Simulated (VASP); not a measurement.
# InSe (R3m) in VASP: notebook

InSe is run at these levels: LDA, BLYP, PBEsol; tasks: single point.

All numbers are computed with VASP 6.6.1; they aren't measurements. Logs are shortened: lines on timing, memory, paths and dates and some standing lists are left out, and cuts for length are marked.

**The experiment to reproduce.**

“The Interaction of Hydrogen with the van der Waals Crystal γ-InSe”, 2020, pmc:7321205 reports, for a bulk crystal of InSe at 300 K: band gap 1.25 eV.

How close the calculation comes is told below.

## 1. The cell of the first run

It takes space group R3m (No. 160, trigonal). Conventional cell: a = 4.000 Å, b = 4.000 Å, c = 25.320 Å, α = 90.00°, β = 90.00°, γ = 120.00°. In (site symmetry 3m) has 3 Se at 2.64 Å and 1 In at 2.82 Å within 3.5 Å. In (site symmetry 3m) has 3 Se at 2.63 Å and 1 In at 2.82 Å within 3.5 Å. Within 3.5 Å of Se (site symmetry 3m) lie 3 In at 2.64 Å. Within 3.5 Å of Se (site symmetry 3m) lie 3 In at 2.63 Å.

## 2. Single point, LDA

INCAR reads:

```
ALGO = Normal ; EDIFF = 1E-6
ENCUT = 520 ; ISIF = 2
ISMEAR = 0 ; LASPH = True
LCHARG = False ; LREAL = False
LWAVE = False ; NBANDS = 27
NELM = 100 ; PREC = Accurate
SIGMA = 0.01
```

KPOINTS reads:

```
k-points
0
Gamma
  6 6 6
```

POSCAR reads:

```
InSe
1.0
    2.0000000000      1.1547010000      8.4400000000
   -2.0000000000      1.1547010000      8.4400000000
    0.0000000000     -2.3094010000      8.4400000000
In Se
2 2
Direct
    0.0000000000      0.0000000000      0.0000000000
    0.1114000000      0.1114000000      0.1114000000
    0.6165000000      0.6165000000      0.6165000000
    0.8281000000      0.8281000000      0.8281000000
```

Potentials or basis: VASP PAW LDA potentials, release 64 (In_d, Se).

Command:

```bash
$ cat potpaw_LDA.64/In_d/POTCAR potpaw_LDA.64/Se/POTCAR > POTCAR
$ mpirun -np 1 vasp_std > vasp.out
```

OUTCAR:

```text
EDIFF = 1E-6
   ENCUT = 520
   ISIF = 2
   ISMEAR = 0
   LASPH = True
   LREAL = False
   NELM = 100
   PREC = Accurate

 ion  position               nearest neighbor table
   1  0.000  0.000  0.000-   3 2.64   3 2.64   3 2.64   2 2.82
   2  0.111  0.111  0.111-   4 2.63   4 2.63   4 2.63   1 2.82
   3  0.617  0.617  0.617-   1 2.64   1 2.64   1 2.64
   4  0.828  0.828  0.828-   2 2.63   2 2.63   2 2.63

  LATTYP: Found a trigonal (rhomboedric) cell.
 ALAT       =     8.7502533906
 COS(alpha) =     0.8955162373

  Lattice vectors:

 A1 = (   2.0000000000,   1.1547010000,   8.4400000000)
 A2 = (  -2.0000000000,   1.1547010000,   8.4400000000)
 A3 = (   0.0000000000,  -2.3094010000,   8.4400000000)

Analysis of symmetry for initial positions (statically):
=====================================================================
 Subroutine PRICEL returns:
 Original cell was already a primitive cell.

 Routine SETGRP: Setting up the symmetry group for a
 trigonal (rhombohedral) supercell.

 Subroutine GETGRP returns: Found  6 space group operations
 (whereof  6 operations were pure point group operations)
 out of a pool of 12 trial point group operations.

The static configuration has the point symmetry C_3v.

Analysis of symmetry for dynamics (positions and initial velocities):
=====================================================================
 Subroutine PRICEL returns:
 Original cell was already a primitive cell.

 Routine SETGRP: Setting up the symmetry group for a
 trigonal (rhombohedral) supercell.

 Subroutine GETGRP returns: Found  6 space group operations
 (whereof  6 operations were pure point group operations)
 out of a pool of 12 trial point group operations.

The dynamic configuration has the point symmetry C_3v.

 Subroutine INISYM returns: Found  6 space group operations
 (whereof  6 operations are pure point group operations),
 and found     1 'primitive' translations

----------------------------------------------------------------------------------------

                                     Primitive cell

  volume of cell :     116.9481

  direct lattice vectors                    reciprocal lattice vectors
     2.000000000  1.154701000  8.440000000     0.250000000  0.144337551  0.039494465
    -2.000000000  1.154701000  8.440000000    -0.250000000  0.144337551  0.039494465
     0.000000000 -2.309401000  8.440000000     0.000000000 -0.288675103  0.039494482

  length of vectors
     8.750253391  8.750253391  8.750253309     0.291364276  0.291364276  0.291364255

  position of ions in fractional coordinates (direct lattice)
     0.000000000  0.000000000  0.000000000
     0.111400000  0.111400000  0.111400000
     0.616500000  0.616500000  0.616500000
     0.828100000  0.828100000  0.828100000

  ion indices of the primitive-cell ions
   primitive index   ion index
                 1           1
                 2           2
                 3           3
                 4           4

----------------------------------------------------------------------------------------

 KPOINTS: k-points

Automatic generation of k-mesh.
 Grid dimensions read from file:
 generate k-points for:    6    6    6

 Generating k-lattice:

  Cartesian coordinates                     Fractional coordinates (reciprocal lattice)
     0.041666667  0.024056259  0.006582411     0.166666667  0.000000000  0.000000000
    -0.041666667  0.024056259  0.006582411     0.000000000  0.166666667  0.000000000
     0.000000000 -0.048112517  0.006582414     0.000000000  0.000000000  0.166666667

  Length of vectors
     0.048560713  0.048560713  0.048560709

  Shift w.r.t. Gamma in fractional coordinates (k-lattice)
     0.000000000  0.000000000  0.000000000

 Subroutine IBZKPT returns following result:
 ===========================================

 Found     32 irreducible k-points:

 Following reciprocal coordinates:
            Coordinates               Weight
  0.000000  0.000000  0.000000      1.000000
  0.166667  0.000000  0.000000      6.000000
  0.333333  0.000000  0.000000      6.000000
  0.500000  0.000000  0.000000      3.000000
  0.166667  0.166667  0.000000      6.000000
  0.333333  0.166667  0.000000     12.000000
[... 16 lines left out ...]
  0.500000  0.500000  0.166667      6.000000
 -0.333333  0.500000  0.166667     12.000000
 [... further k-points ...]
   k-points           NKPTS =     32   k-points in BZ     NKDIM =     32   number of bands    NBANDS=     27
   number of dos      NEDOS =    301   number of ions     NIONS =      4
   total plane-waves  NPLWV = 343000
   dimension x,y,z NGX =    70 NGY =   70 NGZ =   70
   dimension x,y,z NGXF=   140 NGYF=  140 NGZF=  140
   ions per type =               2   2
   NGX,Y,Z   is equivalent  to a cutoff of  13.30, 13.30, 13.30 a.u.
   NGXF,Y,Z  is equivalent  to a cutoff of  26.60, 26.60, 26.60 a.u.
 SYSTEM =  unknown system
   PREC   = accura    normal or accurate (medium, high low for compatibility)
   ISTART =      0    job   : 0-new  1-cont  2-samecut
   ICHARG =      2    charge: 1-file 2-atom 10-const
   ISPIN  =      1    spin polarized calculation?
   LNONCOLLINEAR =      F non collinear calculations
   LSORBIT =      F    spin-orbit coupling
   LASPH  =      T    aspherical Exc in radial PAW
   ENCUT  =  520.0 eV  38.22 Ry    6.18 a.u.  16.27 16.27 16.27*2*pi/ulx,y,z
   NELM   =    100;   NELMIN=  2; NELMDL= -5     # of ELM steps
   EDIFF  = 0.1E-05   stopping-criterion for ELM
   LREAL  =      F    real-space projection
   EDIFFG = 0.1E-04   stopping-criterion for IOM
   NSW    =      0    number of steps for IOM
   IBRION =     -1    ionic relax: 0-MD 1-quasi-New 2-CG
   NFREE  =      0    steps in history (QN), initial steepest desc. (CG)
   ISIF   =      2    stress and relaxation
   ISYM   =      2    0-nonsym 1-usesym 2-fastsym
   POTIM  = 0.5000    time-step for ionic-motion
   TEBEG  =    0.0;   TEEND  =   0.0 temperature during run
   PSTRESS=    0.0 pullay stress
   NELECT =      38.0000    total number of electrons
   NUPDOWN=      -1.0000    fix difference up-down
   EMIN   =  10.00;   EMAX   =-10.00  energy-range for DOS
   EFERMI =   0.00;   METHOD = LEGACY
   ISMEAR =     0;   SIGMA  =   0.01  broadening in eV -4-tet -1-fermi 0-gaus
   EFERMI_NEDOS =   21; number of points for ismear=-14 and -15
   IALGO  =     38    algorithm
   IMIX   =      4    mixing-type and parameters
     AMIX     =   0.40;   BMIX     =  1.00
     AMIX_MAG =   1.60;   BMIX_MAG =  1.00
  volume/ion in A,a.u.               =      29.24       197.30
  Fermi-wavevector in a.u.,A,eV,Ry     =   1.125481  2.126851 17.234614  1.266708
  Thomas-Fermi vector in A             =   2.262159
   LORBIT       =      0    0 simple, 1 ext, 2 COOP (PROOUT), +10 PAW based schemes
   GGA     = CA    functional components
   LHFCALC =     F    Hartree Fock is set to
   AEXX    =    0.0000 exact exchange contribution
   IVDW    =     0    specifies the selected vdW correction
   LEPSILON=     F    determine dielectric tensor
   LRPA    =     F    only Hartree local field effects (RPA)
 non-spin polarized calculation
 Gauss-broadening in eV      SIGMA  =   0.01
  energy-cutoff  :      520.00
  volume of cell :      116.95
 maximum number of plane-waves:      3181
 NGX is ok and might be reduce to    70
   NGX = 33   NGY = 33   NGZ = 33

 number of electron      37.9999999 magnetization

 Free energy of the ion-electron system (eV)
  ---------------------------------------------------
  ext. energy  EPLUGINS =         0.00000000
  ---------------------------------------------------
  free energy    TOTEN  =       -16.63641616 eV

  energy without entropy =      -16.63641616  energy(sigma->0) =      -16.63641616

 E-fermi :   4.0265     XC(G=0):  -9.2573

 val. band max:        3.9479100791   @ k =   0.5000   0.5000   0.5000
 cond. band min:       4.1747635941   @ k =   0.5000   0.5000   0.5000
 fundamental gap:      0.2268535150
 Fermi energy:         4.0264827068

 k-point     1 :       0.0000    0.0000    0.0000
  band No.  band energies     occupation
      1     -10.7977      2.00000
      2     -10.6235      2.00000
      3     -10.6235      2.00000
      4     -10.5492      2.00000
      5     -10.5492      2.00000
      6     -10.5254      2.00000
[... 19 lines left out ...]
     26       9.3201      0.00000
     27      11.3260      0.00000

 k-point     2 :       0.1667    0.0000    0.0000
  band No.  band energies     occupation
      1     -10.8169      2.00000
      2     -10.7079      2.00000
      3     -10.6647      2.00000
      4     -10.6179      2.00000
      5     -10.5328      2.00000
      6     -10.5297      2.00000
[... 19 lines left out ...]
     26       9.8803      0.00000
     27      10.6475      0.00000

 k-point     3 :       0.3333    0.0000    0.0000
  band No.  band energies     occupation
      1     -10.9240      2.00000
      2     -10.8170      2.00000
      3     -10.7311      2.00000
      4     -10.6147      2.00000
      5     -10.5474      2.00000
      6     -10.4912      2.00000
[... 19 lines left out ...]
     26      10.4733      0.00000
     27      11.0423      0.00000

 k-point     4 :       0.5000    0.0000    0.0000
  band No.  band energies     occupation
      1     -10.9766      2.00000
      2     -10.8760      2.00000
      3     -10.7265      2.00000
      4     -10.6156      2.00000
      5     -10.5544      2.00000
      6     -10.4727      2.00000
[... 19 lines left out ...]
     26      10.2403      0.00000
     27      10.7813      0.00000
[... 516 lines left out ...]
      4     -10.6274      2.00000
      5     -10.5408      2.00000
      6     -10.4847      2.00000
[... 19 lines left out ...]
     26      10.9159      0.00000
     27      11.5307      0.00000

 k-point    23 :       0.5000    0.5000    0.1667
  band No.  band energies     occupation
      1     -10.9136      2.00000
      2     -10.8295      2.00000
      3     -10.7292      2.00000
      4     -10.6152      2.00000
      5     -10.5473      2.00000
      6     -10.4910      2.00000
[... 19 lines left out ...]
     26      10.8081      0.00000
     27      11.1602      0.00000

 k-point    24 :      -0.3333    0.5000    0.1667
  band No.  band energies     occupation
      1     -10.9565      2.00000
      2     -10.8768      2.00000
      3     -10.7259      2.00000
      4     -10.6276      2.00000
      5     -10.5408      2.00000
      6     -10.4846      2.00000
[... 19 lines left out ...]
     26      10.9842      0.00000
     27      11.3752      0.00000

 [... further k-points ...]
[... 5 lines left out ...]
  --------------------------------------------------------------------------------------
  -------------------------------------------------------------------------------------
  Total       -0.6751575     -0.6751577     -1.5877500      0.0000000     -0.0000001      0.0000000
  in kB       -9.2495919     -9.2495939    -21.7520194      0.0000000     -0.0000009      0.0000000
  external PRESSURE =     -13.4170684 kB  Pullay stress =       0.0000000 kB

 VOLUME and BASIS-vectors are now :
 -----------------------------------------------------------------------------
  energy-cutoff  :      520.00
  volume of cell :      116.95
      direct lattice vectors                 reciprocal lattice vectors
     2.000000000  1.154701000  8.440000000     0.250000000  0.144337551  0.039494465
    -2.000000000  1.154701000  8.440000000    -0.250000000  0.144337551  0.039494465
     0.000000000 -2.309401000  8.440000000     0.000000000 -0.288675103  0.039494482

 POSITION                                       TOTAL-FORCE (eV/Angst)
 -----------------------------------------------------------------------------------
      0.00000      0.00000      0.00000         0.000000      0.000000      0.233542
      0.00000      0.00000      2.82065         0.000000     -0.000000     -0.251187
      0.00000      0.00000     15.60978         0.000000      0.000000      0.053250
      0.00000      0.00000     20.96749         0.000000     -0.000000     -0.035604
 -----------------------------------------------------------------------------------
    total drift:                               -0.000000     -0.000005     -0.000104

  FREE ENERGIE OF THE ION-ELECTRON SYSTEM (eV)
  ---------------------------------------------------
  free  energy   TOTEN  =       -16.6364161609 eV

  energy  without entropy=      -16.6364161609  energy(sigma->0) =      -16.63641616
```

Wall time 9.5 min (1 thread of Intel Xeon Platinum 8488C (Sapphire Rapids), shared host); peak memory 0.52 GiB.

What came out:

- Free energy: -16.6364 eV
- Pressure: -1.3 GPa
- Largest force: 0.251 eV/Å
- Band gap on the k mesh: 0.23 eV, direct

Forces in eV/Å, atoms in the order of the input:
```
In   0.000  0.000  0.234
In   0.000  0.000 -0.251
Se   0.000  0.000  0.053
Se   0.000  0.000 -0.036
```

Caveat: spin-orbit coupling is left out, which moves the levels of the heavy elements.

## 3. Single point, BLYP

INCAR reads:

```
PREC = Accurate ; ENCUT = 520
EDIFF = 1E-6 ; ISMEAR = 0
SIGMA = 0.01 ; LREAL = False
LASPH = True ; NELM = 100
ALGO = Normal ; ISIF = 2
LWAVE = False ; LCHARG = False
GGA = B5 ; ALDAX = 1.0
AGGAX = 1.0 ; AGGAC = 1.0
ALDAC = 0.0 ; NBANDS = 27
```

KPOINTS reads:

```
Automatic mesh
0
Gamma
  6 6 6
```

POSCAR is that of step 2.

Potentials or basis: VASP PAW PBE potentials, release 64 (In_d, Se).

Command:

```bash
$ cat potpaw_PBE.64/In_d/POTCAR potpaw_PBE.64/Se/POTCAR > POTCAR
$ mpirun -np 1 vasp_std > vasp.out
```

Wall time 13 min (1 thread of Intel Xeon Platinum 8488C (Sapphire Rapids), shared host); peak memory 0.67 GiB.

It converged, with:

```yaml
Free_energy: -11.8448 eV
Pressure: 5.8 GPa
Largest_force: 0.456 eV/Å
Band_gap_on_the_k_mesh: 0.39 eV, direct
```

Forces in eV/Å, atoms in the order of the input:
```
In   0.000  0.000  0.446
In   0.000  0.000 -0.456
Se   0.000  0.000 -0.425
Se   0.000  0.000  0.435
```

Stress tensor (GPa, compression positive):
```
6.58 0.00 0.00
0.00 6.58 0.00
0.00 0.00 4.32
```

Levels at points of the mesh, in eV from the valence-band top:
| k point | band 16 | band 17 | band 18 | band 19 | band 20 | band 21 | band 22 | band 23 |
| --- | --- | --- | --- | --- | --- | --- | --- | --- |
| (0.00, 0.00, 0.00) | -1.30 | -1.30 | -1.21 | -1.21 | 1.65 | 2.15 | 4.36 | 4.36 |
| (0.50, 0.00, 0.00) | -2.37 | -2.32 | -2.22 | -1.67 | 1.27 | 1.94 | 3.70 | 4.06 |
| (0.50, 0.50, 0.00) | -2.64 | -2.48 | -2.04 | -1.50 | 1.16 | 2.03 | 3.38 | 3.72 |
| (0.50, 0.50, 0.50) | -1.37 | -1.13 | -1.13 | 0.00 | 0.39 | 2.20 | 4.28 | 4.28 |

Caveat: the PAW data sets were made with another functional, which shifts forces and pressure a little; spin-orbit coupling is left out, which moves the levels of the heavy elements.

## 4. Single point, PBEsol

INCAR reads:

```
SYSTEM = InSe
ALGO = Normal
EDIFF = 1E-6
ENCUT = 520
GGA = PS
ISIF = 2
ISMEAR = 0
LASPH = .True.
LCHARG = .False.
LREAL = .False.
LWAVE = .False.
NBANDS = 27
NELM = 80
PREC = Accurate
SIGMA = 0.01
```

KPOINTS reads:

```
k-points
0
Gamma
  6 6 6
  0 0 0
```

POSCAR is that of step 3.

Command:

```bash
$ cat potpaw_PBE.64/In_d/POTCAR potpaw_PBE.64/Se/POTCAR > POTCAR
$ mpirun -np 1 vasp_std > vasp.out
```

Run time: 8.8 min. Hardware: 1 thread of Intel Xeon Platinum 8488C (Sapphire Rapids), shared host; peak memory 0.68 GiB.

The run converged. Its results:

```
Free energy            : -15.5854 eV
Pressure               : 0.2 GPa
Largest force          : 0.318 eV/Å
Band gap on the k mesh : 0.33 eV, direct
```

Forces on the atoms (eV/Å):
```
In   0.000  0.000  0.300
In   0.000  0.000 -0.318
Se   0.000  0.000 -0.088
Se   0.000  0.000  0.106
```

Stress tensor (GPa, compression positive):
```
 0.60  0.00  0.00
 0.00  0.60  0.00
 0.00  0.00 -0.45
```

Levels at points of the mesh, in eV from the valence-band top:
| k point | band 16 | band 17 | band 18 | band 19 | band 20 | band 21 | band 22 | band 23 |
| --- | --- | --- | --- | --- | --- | --- | --- | --- |
| (0.00, 0.00, 0.00) | -1.31 | -1.31 | -1.22 | -1.22 | 1.62 | 1.99 | 4.35 | 4.35 |
| (0.50, 0.00, 0.00) | -2.41 | -2.36 | -2.25 | -1.69 | 1.13 | 1.90 | 3.55 | 3.90 |
| (0.50, 0.50, 0.00) | -2.68 | -2.52 | -2.07 | -1.52 | 1.11 | 1.91 | 3.20 | 3.52 |
| (0.50, 0.50, 0.50) | -1.38 | -1.14 | -1.14 | 0.00 | 0.33 | 2.05 | 4.27 | 4.27 |

Caveat: the PAW data sets were made with another functional, which shifts forces and pressure a little; spin-orbit coupling is left out, which moves the levels of the heavy elements.

## 5. The runs side by side

```tsv
level	potentials or basis	gap on the mesh (eV)	pressure (GPa)	largest force (eV/Å)
LDA	VASP PAW LDA potentials, release 64 (In_d, Se)	0.23	-1.3	0.25
BLYP	VASP PAW PBE potentials, release 64 (In_d, Se)	0.39	5.8	0.46
PBEsol	VASP PAW PBE potentials, release 64 (In_d, Se)	0.33	0.2	0.32
```

Alike in all rows: task single point; no spin polarisation; cell as given; k mesh 6 × 6 × 6; cutoff (eV) 520; smearing gaussian 0.01 eV.

Caveats: spin-orbit coupling is left out, which moves the levels of the heavy elements; the PAW data sets were made with another functional, which shifts forces and pressure a little (some runs).

Absolute energies hang on the potentials; compare differences alone.

## 6. Comparison with measurements

Step 2. A measured gap of InSe is 1.25 eV (300 K; “The Interaction of Hydrogen with the van der Waals Crystal γ-InSe”, 2020, pmc:7321205); the calculated 0.23 eV misses it by -1.02 eV. So large a miss can be the level of theory's own, or it may mean another phase, state or a wrong row. Spin-orbit coupling on In, Se is left out. The value is that of LDA on a finite k mesh, which can miss the band edges, without temperature or zero-point motion. Semilocal functionals fall short of measured gaps as a rule.

Step 4. A measured gap of InSe is 1.25 eV (300 K; “The Interaction of Hydrogen with the van der Waals Crystal γ-InSe”, 2020, pmc:7321205); the calculated 0.33 eV misses it by -0.92 eV. Spin-orbit coupling on In, Se is left out. The value is that of PBEsol on a finite k mesh, which can miss the band edges, without temperature or zero-point motion. Semilocal functionals fall short of measured gaps as a rule.
